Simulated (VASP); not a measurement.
The system is CdF2.

```
Cd F
1.0
     0.00000    2.71184    2.71184
     2.71184    0.00000    2.71184
     2.71184    2.71184    0.00000
Cd F
1 2
Direct
  0.00000 0.00000 0.00000
  0.75000 0.75000 0.75000
  0.25000 0.25000 0.25000
```

Base run:

| Property | Result |
| --- | --- |
| Program | VASP 6.6.1 |
| Functional | PBEsol |
| Potentials or basis | VASP PAW PBE potentials, release 64 (Cd, F) |
| Cutoff | 520 eV |
| k mesh | 9 × 9 × 9 |
| Occupations | fermi-dirac, width 0.05 eV |
| Spin | no spin polarisation |

Its results: band gap on the k mesh 2.87 eV (least direct gap 3.35 eV); pressure -1.6 GPa.

Task: The run is repeated on the same cell with these changes: functional from PBEsol to PBE; further incar settings from ALGO = Normal; EDIFF = 1e-06; NBANDS = 20 to ALGO = Normal; EDIFF = 1e-07; NBANDS = 20. What comes out?

Result: Band gap on the k mesh 3.03 eV (least direct gap 3.52 eV); pressure 3.9 GPa.

Caveats: an odd mesh through Γ misses points on the zone boundary, where band edges can lie; the PAW data sets were made with another functional, which shifts forces and pressure a little (at least some runs); the cell stands under pressure (at least some runs).
